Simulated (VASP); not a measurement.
Wanted: the native input for a VASP 6.6.1 run.

```
Task                   : single point
Functional             : RPBE
Potentials or basis    : VASP PAW PBE potentials, release 64 (Co)
Cutoff                 : 520 eV
k mesh                 : 12 × 12 × 12
Occupations            : fermi-dirac, width 0.05 eV
Spin                   : collinear spin, ferromagnetic start
Starting moments       : [1.79, 1.79] μB
Dipole correction      : no
Further INCAR settings : ALGO = Normal; EDIFF = 1e-06; NBANDS = 20
```

The structure of Co lies in POSCAR:

```
Co
1.0
    0.0000000000      2.6033407382      2.6033407382
    2.6033407382      0.0000000000      2.6033407382
    2.6033407382      2.6033407382      0.0000000000
Co
2
Direct
    0.1250000000      0.1250000000      0.1250000000
    0.8750000000      0.8750000000      0.8750000000
```

This isn't the form of Co at room conditions, which is hcp.

These files were run (other wordings do the same):

INCAR

```
SYSTEM = Co
ALGO     = Normal         ! electronic algorithm
EDIFF    = 1E-6           ! SCF threshold, eV
ENCUT    = 520            ! plane-wave cutoff, eV
GGA      = RP             ! functional
ISIF     = 2              ! what is computed and relaxed
ISMEAR   = -1             ! smearing method
ISPIN    = 2              ! spin polarisation
LASPH    = .TRUE.         ! aspherical terms in the spheres
LCHARG   = .TRUE.         ! write CHGCAR
LELF     = .TRUE.         ! ELF
LMAXMIX  = 4              ! l up to which the mixer works
LORBIT   = 11             ! projections on sites
LREAL    = .FALSE.        ! projectors in reciprocal space
LVHAR    = .TRUE.       
LWAVE    = .FALSE.        ! write WAVECAR
MAGMOM   = 1.79 1.79      ! initial moments
NBANDS   = 20             ! bands
NELM     = 150            ! most SCF steps
PREC     = Accurate       ! precision mode
SIGMA    = 0.05           ! smearing width, eV
```

KPOINTS

```
k-points
0
G
  12 12 12
  0 0 0
```

Potentials or basis: VASP PAW PBE potentials, release 64 (Co).

Command:

```console
$ cat potpaw_PBE.64/Co/POTCAR > POTCAR
$ mpirun -np 1 vasp_std > vasp.out
```

Results of the run:

```json
{
 "Pressure": "-3.6 GPa",
 "Net moment": "3.52 μB per cell",
 "Site moments": "Co +1.77 μB",
 "Valence electrons inside the program's atomic spheres": "Co 8.09"
}
```

Caveat: the cell stands under tension; the PAW data sets were made with another functional, which shifts forces and pressure a little.

Run time: 2.6 min on 1 thread of Intel Xeon 8259CL (shared host), peak memory 0.22 GiB.
